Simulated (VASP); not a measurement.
# CaSe (I4/mmm) in VASP: single point with LDA

Aim: the single point of CaSe with LDA.

Program: VASP 6.6.1. These are calculated values, not measurements. Logs are shortened: lines on timing, memory, paths and dates and some standing lists are left out, and cuts for length are marked.

## Step 1: The cell of the first run

Symmetry: I4/mmm, No. 139, tetragonal system. The conventional cell has a = 4.265 Å, b = 4.265 Å, c = 5.762 Å, α = 90.00°, β = 90.00°, γ = 90.00°. Within 3.8 Å of Ca (site symmetry 4/mmm) lie 6 Se at 2.88 to 3.02 Å. Se (site symmetry 4/mmm) has 6 Ca at 2.88 to 3.02 Å within 3.8 Å.

## Step 2: Single point, LDA (z stretched by -3 % at fixed volume)

INCAR

```
PREC     = Accurate       # precision mode
ENCUT    = 520            # plane-wave cutoff, eV
EDIFF    = 1E-6           # SCF threshold, eV
ISMEAR   = -1             # smearing method
SIGMA    = 0.03           # smearing width, eV
LREAL    = False          # projectors in reciprocal space
LASPH    = True           # aspherical terms in the spheres
NELM     = 100            # most SCF steps
ALGO     = Normal         # electronic algorithm
ISIF     = 2              # what is computed and relaxed
LWAVE    = False          # write WAVECAR
LCHARG   = False          # write CHGCAR
GGA      = CA             # functional
NBANDS   = 15             # bands
```

KPOINTS

```
Automatic mesh
0
Gamma
  9 9 9
```

POSCAR

```
CaSe
1.0
    0.0000000000      3.0158198696      2.8811309620
    3.0158198696      0.0000000000      2.8811309620
    3.0158198696      3.0158198696      0.0000000000
Ca Se
1 1
Direct
    0.0000000000      0.0000000000      0.0000000000
    0.5000000000      0.5000000000      0.5000000000
```

Potentials or basis: VASP PAW LDA potentials, release 64 (Ca_sv, Se).

Started as:

```sh
$ cat potpaw_LDA.64/Ca_sv/POTCAR potpaw_LDA.64/Se/POTCAR > POTCAR
$ mpirun -np 1 vasp_std > vasp.out
```

OUTCAR:

```text
PREC = Accurate
   ENCUT = 520
   EDIFF = 1E-6
   ISMEAR = -1
   LREAL = False
   LASPH = True
   NELM = 100
   ISIF = 2
   GGA = CA

 ion  position               nearest neighbor table
   1  0.000  0.000  0.000-   2 2.88   2 2.88
   2  0.500  0.500  0.500-   1 2.88   1 2.88

  LATTYP: Found a body centered tetragonal cell.
 ALAT       =     4.2650133613
 C/A-ratio  =     1.3510536629

  Lattice vectors:

 A1 = (   0.0000000000,  -3.0158198696,  -2.8811309620)
 A2 = (   0.0000000000,   3.0158198696,  -2.8811309620)
 A3 = (   3.0158198696,   0.0000000000,   2.8811309620)

Analysis of symmetry for initial positions (statically):
=====================================================================
 Subroutine PRICEL returns:
 Original cell was already a primitive cell.

 Routine SETGRP: Setting up the symmetry group for a
 body centered tetragonal supercell.

 Subroutine GETGRP returns: Found 16 space group operations
 (whereof 16 operations were pure point group operations)
 out of a pool of 16 trial point group operations.

The static configuration has the point symmetry D_4h.

Analysis of symmetry for dynamics (positions and initial velocities):
=====================================================================
 Subroutine PRICEL returns:
 Original cell was already a primitive cell.

 Routine SETGRP: Setting up the symmetry group for a
 body centered tetragonal supercell.

 Subroutine GETGRP returns: Found 16 space group operations
 (whereof 16 operations were pure point group operations)
 out of a pool of 16 trial point group operations.

The dynamic configuration has the point symmetry D_4h.

 Subroutine INISYM returns: Found 16 space group operations
 (whereof 16 operations are pure point group operations),
 and found     1 'primitive' translations

----------------------------------------------------------------------------------------

                                     Primitive cell

  volume of cell :      52.4087

  direct lattice vectors                    reciprocal lattice vectors
     0.000000000  3.015819870  2.881130962    -0.165792395  0.165792395  0.173542962
     3.015819870  0.000000000  2.881130962     0.165792395 -0.165792395  0.173542962
     3.015819870  3.015819870  0.000000000     0.165792395  0.165792395 -0.173542962

  length of vectors
     4.170861435  4.170861435  4.265013361     0.291704296  0.291704296  0.291704296

  position of ions in fractional coordinates (direct lattice)
     0.000000000  0.000000000  0.000000000
     0.500000000  0.500000000  0.500000000

  ion indices of the primitive-cell ions
   primitive index   ion index
                 1           1
                 2           2

----------------------------------------------------------------------------------------

 KPOINTS: Automatic mesh

Automatic generation of k-mesh.
 Grid dimensions read from file:
 generate k-points for:    9    9    9

 Generating k-lattice:

  Cartesian coordinates                     Fractional coordinates (reciprocal lattice)
    -0.018421377  0.018421377  0.019282551     0.111111111 -0.000000000  0.000000000
     0.018421377 -0.018421377  0.019282551    -0.000000000  0.111111111  0.000000000
     0.018421377  0.018421377 -0.019282551     0.000000000  0.000000000  0.111111111

  Length of vectors
     0.032411588  0.032411588  0.032411588

  Shift w.r.t. Gamma in fractional coordinates (k-lattice)
     0.000000000  0.000000000  0.000000000

 Subroutine IBZKPT returns following result:
 ===========================================

 Found     75 irreducible k-points:

 Following reciprocal coordinates:
            Coordinates               Weight
  0.000000  0.000000  0.000000      1.000000
  0.111111  0.000000  0.000000      8.000000
  0.222222 -0.000000  0.000000      8.000000
  0.333333  0.000000  0.000000      8.000000
  0.444444 -0.000000  0.000000      8.000000
  0.111111  0.111111  0.000000      2.000000
[... 16 lines left out ...]
 -0.333333  0.333333  0.000000      4.000000
  0.444444  0.444444  0.000000      2.000000
 [... further k-points ...]
   k-points           NKPTS =     75   k-points in BZ     NKDIM =     75   number of bands    NBANDS=     15
   number of dos      NEDOS =    301   number of ions     NIONS =      2
   total plane-waves  NPLWV =  32768
   dimension x,y,z NGX =    32 NGY =   32 NGZ =   32
   dimension x,y,z NGXF=    64 NGYF=   64 NGZF=   64
   ions per type =               1   1
   NGX,Y,Z   is equivalent  to a cutoff of  12.75, 12.75, 12.47 a.u.
   NGXF,Y,Z  is equivalent  to a cutoff of  25.51, 25.51, 24.95 a.u.
 SYSTEM =  unknown system
   PREC   = accura    normal or accurate (medium, high low for compatibility)
   ISTART =      0    job   : 0-new  1-cont  2-samecut
   ICHARG =      2    charge: 1-file 2-atom 10-const
   ISPIN  =      1    spin polarized calculation?
   LNONCOLLINEAR =      F non collinear calculations
   LSORBIT =      F    spin-orbit coupling
   LASPH  =      T    aspherical Exc in radial PAW
   ENCUT  =  520.0 eV  38.22 Ry    6.18 a.u.   7.76  7.76  7.93*2*pi/ulx,y,z
   NELM   =    100;   NELMIN=  2; NELMDL= -5     # of ELM steps
   EDIFF  = 0.1E-05   stopping-criterion for ELM
   LREAL  =      F    real-space projection
   EDIFFG = 0.1E-04   stopping-criterion for IOM
   NSW    =      0    number of steps for IOM
   IBRION =     -1    ionic relax: 0-MD 1-quasi-New 2-CG
   NFREE  =      0    steps in history (QN), initial steepest desc. (CG)
   ISIF   =      2    stress and relaxation
   ISYM   =      2    0-nonsym 1-usesym 2-fastsym
   POTIM  = 0.5000    time-step for ionic-motion
   TEBEG  =    0.0;   TEEND  =   0.0 temperature during run
   PSTRESS=    0.0 pullay stress
   NELECT =      16.0000    total number of electrons
   NUPDOWN=      -1.0000    fix difference up-down
   EMIN   =  10.00;   EMAX   =-10.00  energy-range for DOS
   EFERMI =   0.00;   METHOD = LEGACY
   ISMEAR =    -1;   SIGMA  =   0.03  broadening in eV -4-tet -1-fermi 0-gaus
   EFERMI_NEDOS =   21; number of points for ismear=-14 and -15
   IALGO  =     38    algorithm
   IMIX   =      4    mixing-type and parameters
     AMIX     =   0.40;   BMIX     =  1.00
     AMIX_MAG =   1.60;   BMIX_MAG =  1.00
  volume/ion in A,a.u.               =      26.20       176.84
  Fermi-wavevector in a.u.,A,eV,Ry     =   1.102335  2.083111 16.533014  1.215142
  Thomas-Fermi vector in A             =   2.238776
   LORBIT       =      0    0 simple, 1 ext, 2 COOP (PROOUT), +10 PAW based schemes
   GGA     = CA    functional components
   LHFCALC =     F    Hartree Fock is set to
   AEXX    =    0.0000 exact exchange contribution
   IVDW    =     0    specifies the selected vdW correction
   LEPSILON=     F    determine dielectric tensor
   LRPA    =     F    only Hartree local field effects (RPA)
 non-spin polarized calculation
  energy-cutoff  :      520.00
  volume of cell :       52.41
 maximum number of plane-waves:      1426
   NGX = 15   NGY = 15   NGZ = 15

 number of electron      15.9999998 magnetization

 Free energy of the ion-electron system (eV)
  ---------------------------------------------------
  ext. energy  EPLUGINS =         0.00000000
  ---------------------------------------------------
  free energy    TOTEN  =       -10.52336673 eV

  energy without entropy =      -10.52336673  energy(sigma->0) =      -10.52336673

 E-fermi :   2.9152     XC(G=0):  -9.4402

 val. band max:        2.2698630615   @ k =   0.0000   0.0000   0.0000
 cond. band min:       4.1740101690   @ k =   0.4444   0.4444   0.0000
 fundamental gap:      1.9041471076
 Fermi energy:         2.9152043128

 k-point     1 :       0.0000    0.0000    0.0000
  band No.  band energies     occupation
      1     -37.0471      2.00000
      2     -18.3393      2.00000
      3     -18.3393      2.00000
      4     -18.3332      2.00000
      5      -9.5425      2.00000
      6       2.2520      2.00000
      7       2.2520      2.00000
      8       2.2699      2.00000
      9       5.2172      0.00000
     10       5.7168      0.00000
     11       5.7168      0.00000
     12       6.0084      0.00000
     13       6.3236      0.00000
     14       6.5823      0.00000
     15      11.8255      0.00000

 k-point     2 :       0.1111    0.0000    0.0000
  band No.  band energies     occupation
      1     -37.0463      2.00000
      2     -18.3514      2.00000
      3     -18.3407      2.00000
      4     -18.3356      2.00000
      5      -9.4692      2.00000
      6       1.6032      2.00000
      7       2.0513      2.00000
      8       2.0671      2.00000
      9       5.5938      0.00000
     10       5.9016      0.00000
     11       6.0110      0.00000
     12       6.2069      0.00000
     13       6.6377      0.00000
     14       6.9476      0.00000
     15      11.9832      0.00000

 k-point     3 :       0.2222   -0.0000    0.0000
  band No.  band energies     occupation
      1     -37.0442      2.00000
      2     -18.3860      2.00000
      3     -18.3443      2.00000
      4     -18.3371      2.00000
      5      -9.2762      2.00000
      6       0.4911      2.00000
      7       1.6405      2.00000
      8       1.6594      2.00000
      9       5.7443      0.00000
     10       6.3465      0.00000
     11       6.4574      0.00000
     12       7.2841      0.00000
     13       7.4462      0.00000
     14       7.8884      0.00000
     15      11.5864      0.00000
[... 343 lines left out ...]
 k-point    23 :      -0.3333    0.3333    0.0000
  band No.  band energies     occupation
      1     -37.0381      2.00000
      2     -18.4073      2.00000
      3     -18.3952      2.00000
      4     -18.3629      2.00000
      5      -8.8951      2.00000
      6      -0.1321      2.00000
      7       0.2937      2.00000
      8       1.0518      2.00000
      9       5.9852      0.00000
     10       7.4241      0.00000
     11       7.4758      0.00000
     12       7.7218      0.00000
     13       8.5782      0.00000
     14       9.0039      0.00000
     15      11.0895      0.00000

 k-point    24 :       0.4444    0.4444    0.0000
  band No.  band energies     occupation
      1     -37.0372      2.00000
      2     -18.4180      2.00000
      3     -18.3766      2.00000
      4     -18.3766      2.00000
      5      -8.9533      2.00000
      6      -0.1781      2.00000
      7       1.2326      2.00000
      8       1.2326      2.00000
      9       4.1740      0.00000
     10       7.0548      0.00000
     11       7.2031      0.00000
     12       8.0988      0.00000
     13       8.0988      0.00000
     14       8.2458      0.00000
     15      12.1843      0.00000

 [... further k-points ...]
[... 5 lines left out ...]
  --------------------------------------------------------------------------------------
  -------------------------------------------------------------------------------------
  Total       -1.4965504     -1.4965504     -0.2071111      0.0000000      0.0000000     -0.0000000
  in kB      -45.7507412    -45.7507412     -6.3315514      0.0000000      0.0000000     -0.0000000
  external PRESSURE =     -32.6110113 kB  Pullay stress =       0.0000000 kB

 VOLUME and BASIS-vectors are now :
 -----------------------------------------------------------------------------
  energy-cutoff  :      520.00
  volume of cell :       52.41
      direct lattice vectors                 reciprocal lattice vectors
     0.000000000  3.015819870  2.881130962    -0.165792395  0.165792395  0.173542962
     3.015819870  0.000000000  2.881130962     0.165792395 -0.165792395  0.173542962
     3.015819870  3.015819870  0.000000000     0.165792395  0.165792395 -0.173542962

 POSITION                                       TOTAL-FORCE (eV/Angst)
 -----------------------------------------------------------------------------------
      0.00000      0.00000      0.00000        -0.000000      0.000000      0.000000
      3.01582      3.01582      2.88113         0.000000     -0.000000     -0.000000
 -----------------------------------------------------------------------------------
    total drift:                                0.000000     -0.000000     -0.000000

  FREE ENERGIE OF THE ION-ELECTRON SYSTEM (eV)
  ---------------------------------------------------
  free  energy   TOTEN  =       -10.5233667266 eV

  energy  without entropy=      -10.5233667266  energy(sigma->0) =      -10.52336673
```

Run time: 19 s. Hardware: 1 thread of Intel Xeon Platinum 8488C (Sapphire Rapids), shared host; peak memory 0.2 GiB.

Results:

| Quantity | Value |
| --- | --- |
| Free energy | -10.5234 eV |
| Pressure | -3.3 GPa |
| Band gap on the k mesh | 1.90 eV (least direct gap 2.76 eV) |

Stress tensor (GPa, compression positive):
```
-4.58  0.00  0.00
 0.00 -4.58  0.00
 0.00  0.00 -0.63
```

Levels at points of the mesh, in eV from the valence-band top:
| k point | band 5 | band 6 | band 7 | band 8 | band 9 | band 10 | band 11 | band 12 |
| --- | --- | --- | --- | --- | --- | --- | --- | --- |
| (0.00, 0.00, 0.00) | -11.81 | -0.02 | -0.02 | 0.00 | 2.95 | 3.45 | 3.45 | 3.74 |

Caveat: the cell stands under tension. A k mesh can miss the band edges.
